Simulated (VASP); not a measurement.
# TiO2 (P3_121) in VASP: further runs, part 2 of 2

VASP 6.6.1. Earlier steps stand in the parts before.

## Step 4: Single point, r2SCAN+D3(BJ)

This run uses another cell than the first one, of 16.70 Å³/atom, 0.835 times its volume.

POSCAR

```
TiO2
1.0
    5.4201275425      0.0000000000      0.0000000000
   -2.7100637713      4.6939681436      0.0000000000
    0.0000000000      0.0000000000      5.9087867696
Ti O
3 6
Direct
    0.4533227692      0.0000000000      0.3333333333
    0.0000000000      0.4533227692      0.6666666667
    0.5466772308      0.5466772308      0.0000000000
    0.5876639573      0.8791785965      0.1036800828
    0.7084853608      0.1208214035      0.5629865839
    0.2915146392      0.4123360427      0.7703467494
    0.8791785965      0.5876639573      0.8963199172
    0.1208214035      0.7084853608      0.4370134161
    0.4123360427      0.2915146392      0.2296532506
```

INCAR.step1

```
PREC = Accurate ; ENCUT = 520
ISMEAR = -1 ; SIGMA = 0.05
LREAL = F ; LASPH = T
NELM = 100 ; NBANDS = 46
GGA = PE ; ALGO = Normal
EDIFF = 1E-4 ; LWAVE = T
LCHARG = F
```

INCAR.step2

```
PREC = Accurate ; ENCUT = 520
EDIFF = 1E-7 ; ISMEAR = -1
SIGMA = 0.05 ; LREAL = F
LASPH = T ; NELM = 100
ALGO = Normal ; ISIF = 2
LWAVE = F ; LCHARG = T
METAGGA = R2SCAN ; LMIXTAU = T
IVDW = 12 ; VDW_S6 = 1.0
VDW_S8 = 0.78981345 ; VDW_A1 = 0.49484001
VDW_A2 = 5.73083694 ; LELF = T
LVHAR = T ; NBANDS = 46
ISTART = 1
```

KPOINTS

```
Automatic mesh
0
Gamma
  6 6 5
```

Potentials or basis: VASP PAW PBE potentials, release 64 (Ti_sv, O).

On the command line:

```bash
cat potpaw_PBE.64/Ti_sv/POTCAR potpaw_PBE.64/O/POTCAR > POTCAR
cp INCAR.step1 INCAR
mpirun -np 1 vasp_std > vasp.out
cp INCAR.step2 INCAR
mpirun -np 1 vasp_std > vasp.out
```

OUTCAR:

```text
PREC = Accurate
   ENCUT = 520
   EDIFF = 1E-7
   ISMEAR = -1
   LREAL = F
   LASPH = T
   NELM = 100
   ISIF = 2
   METAGGA = R2SCAN
   IVDW = 12
   ISTART = 1
 IVDW          = 12

 ion  position               nearest neighbor table
   1  0.453  0.000  0.333-   9 1.81   8 1.81   4 1.81   5 1.81
   2  0.000  0.453  0.667-   6 1.81   5 1.81   7 1.81   8 1.81
   3  0.547  0.547  0.000-   7 1.81   4 1.81   6 1.81   9 1.81
   4  0.588  0.879  0.104-   3 1.81   1 1.81
   5  0.708  0.121  0.563-   2 1.81   1 1.81
   6  0.292  0.412  0.770-   2 1.81   3 1.81
   7  0.879  0.588  0.896-   3 1.81   2 1.81
   8  0.121  0.708  0.437-   1 1.81   2 1.81
   9  0.412  0.292  0.230-   1 1.81   3 1.81

  LATTYP: Found a hexagonal cell.
 ALAT       =     5.4201275425
 C/A-ratio  =     1.0901564074

  Lattice vectors:

 A1 = (   5.4201275425,   0.0000000000,   0.0000000000)
 A2 = (  -2.7100637713,   4.6939681436,   0.0000000000)
 A3 = (   0.0000000000,   0.0000000000,   5.9087867696)

Analysis of symmetry for initial positions (statically):
=====================================================================
 Subroutine PRICEL returns:
 Original cell was already a primitive cell.

 Routine SETGRP: Setting up the symmetry group for a
 hexagonal supercell.

 Subroutine GETGRP returns: Found  6 space group operations
 (whereof  2 operations were pure point group operations)
 out of a pool of 24 trial point group operations.

The static configuration has the point symmetry C_2 .
 The point group associated with its full space group is D_3 .

Analysis of symmetry for dynamics (positions and initial velocities):
=====================================================================
 Subroutine PRICEL returns:
 Original cell was already a primitive cell.

 Routine SETGRP: Setting up the symmetry group for a
 hexagonal supercell.

 Subroutine GETGRP returns: Found  6 space group operations
 (whereof  2 operations were pure point group operations)
 out of a pool of 24 trial point group operations.

The dynamic configuration has the point symmetry C_2 .
 The point group associated with its full space group is D_3 .

 Subroutine INISYM returns: Found  6 space group operations
 (whereof  2 operations are pure point group operations),
 and found     1 'primitive' translations

----------------------------------------------------------------------------------------

                                     Primitive cell

  volume of cell :     150.3308

  direct lattice vectors                    reciprocal lattice vectors
     5.420127543  0.000000000  0.000000000     0.184497503  0.106519683  0.000000000
    -2.710063771  4.693968144  0.000000000     0.000000000  0.213039367  0.000000000
     0.000000000  0.000000000  5.908786770     0.000000000  0.000000000  0.169239480

  length of vectors
     5.420127543  5.420127543  5.908786770     0.213039367  0.213039367  0.169239480

  position of ions in fractional coordinates (direct lattice)
     0.453322769  0.000000000  0.333333333
[... 48 lines left out ...]
            Coordinates               Weight
  0.000000  0.000000  0.000000      1.000000
  0.166667  0.000000  0.000000      6.000000
  0.333333 -0.000000  0.000000      6.000000
  0.500000  0.000000  0.000000      3.000000
  0.166667  0.166667  0.000000      6.000000
  0.333333  0.166667  0.000000     12.000000
[... 16 lines left out ...]
  0.500000  0.000000  0.400000      6.000000
  0.166667  0.166667  0.400000     12.000000
 [... further k-points ...]
   k-points           NKPTS =     27   k-points in BZ     NKDIM =     27   number of bands    NBANDS=     46
   number of dos      NEDOS =    301   number of ions     NIONS =      9
   total plane-waves  NPLWV =  76800
   dimension x,y,z NGX =    40 NGY =   40 NGZ =   48
   dimension x,y,z NGXF=    80 NGYF=   80 NGZF=   96
   ions per type =               3   6
   NGX,Y,Z   is equivalent  to a cutoff of  12.27, 12.27, 13.50 a.u.
   NGXF,Y,Z  is equivalent  to a cutoff of  24.54, 24.54, 27.01 a.u.
 SYSTEM =  unknown system
   PREC   = accura    normal or accurate (medium, high low for compatibility)
   ISTART =      1    job   : 0-new  1-cont  2-samecut
   ICHARG =      0    charge: 1-file 2-atom 10-const
   ISPIN  =      1    spin polarized calculation?
   LNONCOLLINEAR =      F non collinear calculations
   LSORBIT =      F    spin-orbit coupling
   LASPH  =      T    aspherical Exc in radial PAW
   ENCUT  =  520.0 eV  38.22 Ry    6.18 a.u.  10.08 10.08 10.99*2*pi/ulx,y,z
   NELM   =    100;   NELMIN=  2; NELMDL=  0     # of ELM steps
   EDIFF  = 0.1E-06   stopping-criterion for ELM
   LREAL  =      F    real-space projection
   EDIFFG = 0.1E-05   stopping-criterion for IOM
   NSW    =      0    number of steps for IOM
   IBRION =     -1    ionic relax: 0-MD 1-quasi-New 2-CG
   NFREE  =      0    steps in history (QN), initial steepest desc. (CG)
   ISIF   =      2    stress and relaxation
   ISYM   =      2    0-nonsym 1-usesym 2-fastsym
   POTIM  = 0.5000    time-step for ionic-motion
   TEBEG  =    0.0;   TEEND  =   0.0 temperature during run
   PSTRESS=    0.0 pullay stress
   NELECT =      72.0000    total number of electrons
   NUPDOWN=      -1.0000    fix difference up-down
   EMIN   =  10.00;   EMAX   =-10.00  energy-range for DOS
   EFERMI =   0.00;   METHOD = LEGACY
   ISMEAR =    -1;   SIGMA  =   0.05  broadening in eV -4-tet -1-fermi 0-gaus
   EFERMI_NEDOS =   21; number of points for ismear=-14 and -15
   IALGO  =     38    algorithm
   IMIX   =      4    mixing-type and parameters
     AMIX     =   0.40;   BMIX     =  1.00
     AMIX_MAG =   1.60;   BMIX_MAG =  1.00
  volume/ion in A,a.u.               =      16.70       112.72
  Fermi-wavevector in a.u.,A,eV,Ry     =   1.280864  2.420482 22.321888  1.640613
  Thomas-Fermi vector in A             =   2.413267
   LORBIT       =      0    0 simple, 1 ext, 2 COOP (PROOUT), +10 PAW based schemes
   METAGGA = R2SCAN    functional components
   LHFCALC =     F    Hartree Fock is set to
   AEXX    =    0.0000 exact exchange contribution
   IVDW    =    12    specifies the selected vdW correction
   LEPSILON=     F    determine dielectric tensor
   LRPA    =     F    only Hartree local field effects (RPA)
 non-spin polarized calculation
  energy-cutoff  :      520.00
  volume of cell :      150.33
 maximum number of plane-waves:      4071
   NGX = 21   NGY = 21   NGZ = 21

 number of electron      71.9999980 magnetization

 Free energy of the ion-electron system (eV)
  ---------------------------------------------------
  ext. energy  EPLUGINS =         0.00000000
  ---------------------------------------------------
  free energy    TOTEN  =      -103.40725951 eV

  energy without entropy =     -103.40725951  energy(sigma->0) =     -103.40725951

 E-fermi :   0.3869     XC(G=0):  -9.0506

 val. band max:       -0.8705135036   @ k =   0.5000   0.0000   0.0000
 cond. band min:       3.2704919737   @ k =   0.0000   0.0000   0.4000
 fundamental gap:      4.1410054773
 Fermi energy:         0.3869314621

 k-point     1 :       0.0000    0.0000    0.0000
  band No.  band energies     occupation
      1     -58.2270      2.00000
      2     -58.2091      2.00000
      3     -58.2090      2.00000
      4     -33.6497      2.00000
      5     -33.6143      2.00000
      6     -33.6143      2.00000
[... 1165 lines left out ...]
     45       5.4122      0.00000
     46       6.1508      0.00000

 [... further k-points ...]

------------------------ aborting loop because EDIFF is reached ----------------------------------------

 Edisp (eV)   -0.65489

 E8    (eV) :    -0.2028

  FORCE on cell =-STRESS in cart. coord.  units (eV):
  Direction    XX          YY          ZZ          XY          YZ          ZX
  --------------------------------------------------------------------------------------
  -------------------------------------------------------------------------------------
  Total       0.78008     0.78008     0.81003    -0.00000     0.00000     0.00000
  in kB       8.31380     8.31380     8.63307    -0.00000     0.00000     0.00000
  external pressure =        8.42 kB  Pullay stress =        0.00 kB

 VOLUME and BASIS-vectors are now :
 -----------------------------------------------------------------------------
  energy-cutoff  :      520.00
  volume of cell :      150.33
      direct lattice vectors                 reciprocal lattice vectors
     5.420127543  0.000000000  0.000000000     0.184497503  0.106519683  0.000000000
    -2.710063771  4.693968144  0.000000000     0.000000000  0.213039367  0.000000000
     0.000000000  0.000000000  5.908786770     0.000000000  0.000000000  0.169239480

 POSITION                                       TOTAL-FORCE (eV/Angst)
 -----------------------------------------------------------------------------------
      2.45707      0.00000      1.96960        -0.019082     -0.000000      0.000000
     -1.22853      2.12788      3.93919         0.009541     -0.016526      0.000000
      1.48153      2.56609      0.00000         0.009541      0.016526      0.000000
      0.80258      4.12684      0.61262         0.024235      0.060122     -0.046325
      3.51265      0.56713      3.32657         0.024235     -0.060122      0.046325
      0.46259      1.93549      4.55181         0.039950     -0.051049     -0.046325
      3.17265      2.75848      5.29616         0.039950      0.051049      0.046325
     -1.26517      3.32561      2.58222        -0.064185     -0.009073     -0.046325
      1.44489      1.36836      1.35697        -0.064185      0.009073      0.046325
 -----------------------------------------------------------------------------------
    total drift:                                0.000000     -0.000000     -0.000000

  FREE ENERGIE OF THE ION-ELECTRON SYSTEM (eV)
  ---------------------------------------------------
  free  energy   TOTEN  =      -104.0621497946 eV

  energy  without entropy=     -104.0621497946  energy(sigma->0) =     -104.06214979
```

It took 28 min on 1 thread of Oxide Virtual Turin-like, shared host; peak memory 0.33 GiB.

Results:

| Item | Value |
| --- | --- |
| Free energy | -104.0621 eV |
| Pressure | 0.8 GPa |
| Largest force | 0.080 eV/Å |
| Band gap on the k mesh | 4.14 eV, indirect (least direct gap 4.21 eV) |
| Dispersion energy per atom | -0.073 eV |

Forces on the atoms (eV/Å):
```
Ti  -0.019  0.000  0.000
Ti   0.010 -0.017  0.000
Ti   0.010  0.017  0.000
O    0.024  0.060 -0.046
O    0.024 -0.060  0.046
O    0.040 -0.051 -0.046
O    0.040  0.051  0.046
O   -0.064 -0.009 -0.046
O   -0.064  0.009  0.046
```

Levels at points of the mesh, in eV from the valence-band top:
```csv
k point,band 34,band 35,band 36,band 37,band 38,band 39
"(0.00, 0.00, 0.00)",-0.48,-0.30,-0.30,4.26,4.72,4.72
"(0.50, 0.00, 0.00)",-0.70,-0.25,0.00,4.37,4.40,4.65
```

Caveat: the PAW data sets were made with another functional, which shifts forces and pressure a little.

## Step 5: Single point, PBEsol+U

This run uses another cell than the first one, of 18.24 Å³/atom, 0.911 times its volume.

INCAR

```
SYSTEM = TiO2
PREC     = Accurate       ! precision mode
ENCUT    = 520            ! plane-wave cutoff, eV
EDIFF    = 1E-7           ! SCF threshold, eV
ISMEAR   = -1             ! smearing method
SIGMA    = 0.05           ! smearing width, eV
LREAL    = .FALSE.        ! projectors in reciprocal space
LASPH    = .TRUE.         ! aspherical terms in the spheres
NELM     = 150            ! most SCF steps
ALGO     = Normal         ! electronic algorithm
ISIF     = 2              ! what is computed and relaxed
LWAVE    = .FALSE.        ! write WAVECAR
LCHARG   = .FALSE.        ! write CHGCAR
LMAXMIX  = 4              ! l up to which the mixer works
LDAU     = .TRUE.         ! DFT+U
LDAUTYPE = 2            
LDAUL    = 2 -1           ! shell
LDAUU    = 6 0            ! U, eV
LDAUJ    = 0 0          
LDAUPRINT= 1            
GGA      = PS             ! functional
NBANDS   = 46             ! bands
```

KPOINTS

```
regular mesh
0
G
  6 6 5
  0 0 0
```

POSCAR

```
TiO2
1.0
    5.5822227355      0.0000000000      0.0000000000
   -2.7911113678      4.8343466985      0.0000000000
    0.0000000000      0.0000000000      6.0824678800
Ti O
3 6
Direct
    0.4669367500      0.0000000000      0.3333333333
    0.0000000000      0.4669367500      0.6666666667
    0.5330632500      0.5330632500      0.0000000000
    0.5810657200      0.8514331800      0.1206639333
    0.7296325400      0.1485668200      0.5460027333
    0.2703674600      0.4189342800      0.7873306000
    0.8514331800      0.5810657200      0.8793360667
    0.1485668200      0.7296325400      0.4539972667
    0.4189342800      0.2703674600      0.2126694000
```

On the command line:

```bash
cat potpaw_PBE.64/Ti_sv/POTCAR potpaw_PBE.64/O/POTCAR > POTCAR
mpirun -np 1 vasp_std > vasp.out
```

It took 8.8 min on 1 thread of Oxide Virtual Turin-like, shared host; peak memory 0.32 GiB.

The run converged. Its results:

| Property | Result |
| --- | --- |
| Free energy | -69.5738 eV |
| Pressure | 7.3 GPa |
| Largest force | 0.548 eV/Å |
| Band gap on the k mesh | 4.42 eV, indirect (least direct gap 4.44 eV) |

Forces in eV/Å, atoms in the order of the input:
```
Ti  -0.046  0.000  0.000
Ti   0.023 -0.040  0.000
Ti   0.023  0.040  0.000
O    0.200  0.425 -0.283
O    0.200 -0.425  0.283
O    0.268 -0.386 -0.283
O    0.268  0.386  0.283
O   -0.468 -0.039 -0.283
O   -0.468  0.039  0.283
```

Stress tensor (GPa, compression positive):
```
7.28 0.00 0.00
0.00 7.28 0.00
0.00 0.00 7.38
```

Levels at points of the mesh, in eV from the valence-band top:
| k point | band 32 | band 33 | band 34 | band 35 | band 36 | band 37 | band 38 | band 39 | band 40 | band 41 |
| --- | --- | --- | --- | --- | --- | --- | --- | --- | --- | --- |
| (0.00, 0.00, 0.00) | -0.72 | -0.72 | -0.31 | -0.27 | -0.27 | 4.44 | 4.74 | 4.74 | 5.05 | 5.23 |
| (0.50, 0.00, 0.00) | -0.85 | -0.81 | -0.73 | -0.17 | 0.00 | 4.49 | 4.55 | 4.69 | 5.43 | 5.58 |

Eigenvalues of the final occupation matrices:
| site | spin | trace | eigenvalues |
| --- | --- | --- | --- |
| site 1 d | 1 | 0.89 | 0.11 0.11 0.21 0.22 0.23 |
| site 1 d | 2 | 0.89 | 0.11 0.11 0.21 0.22 0.23 |
| site 2 d | 1 | 0.89 | 0.11 0.11 0.21 0.22 0.23 |
| site 2 d | 2 | 0.89 | 0.11 0.11 0.21 0.22 0.23 |
| site 3 d | 1 | 0.89 | 0.11 0.11 0.21 0.22 0.23 |
| site 3 d | 2 | 0.89 | 0.11 0.11 0.21 0.22 0.23 |

Caveat: the PAW data sets were made with another functional, which shifts forces and pressure a little.

## Step 6: Summary

```csv
level,U,cell,gap on the mesh (eV),pressure (GPa),largest force (eV/Å)
PBEsol+U,Ti d U = 6.0 eV,"a = 5.745, b = 5.745, c = 6.303 Å, angles 90.0, 90.0, 120.0°, 9 atoms",4.19,4.9,0.33
PBE+D3(BJ),-,"a = 5.477, b = 5.477, c = 5.962 Å, angles 90.0, 90.0, 120.0°, 9 atoms",3.62,0.5,0.05
r2SCAN+D3(BJ),-,"a = 5.420, b = 5.420, c = 5.909 Å, angles 90.0, 90.0, 120.0°, 9 atoms",4.14,0.8,0.08
PBEsol+U,Ti d U = 6.0 eV,"a = 5.582, b = 5.582, c = 6.082 Å, angles 90.0, 90.0, 120.0°, 9 atoms",4.42,7.3,0.55
```

Alike in all rows: task single point; potentials or basis VASP PAW PBE potentials, release 64 (Ti_sv, O); no spin polarisation; k mesh 6 × 6 × 5; cutoff (eV) 520; smearing fermi-dirac 0.05 eV.

Caveats: the PAW data sets were made with another functional, which shifts forces and pressure a little (some runs).

Absolute energies hang on the potentials; compare differences alone.
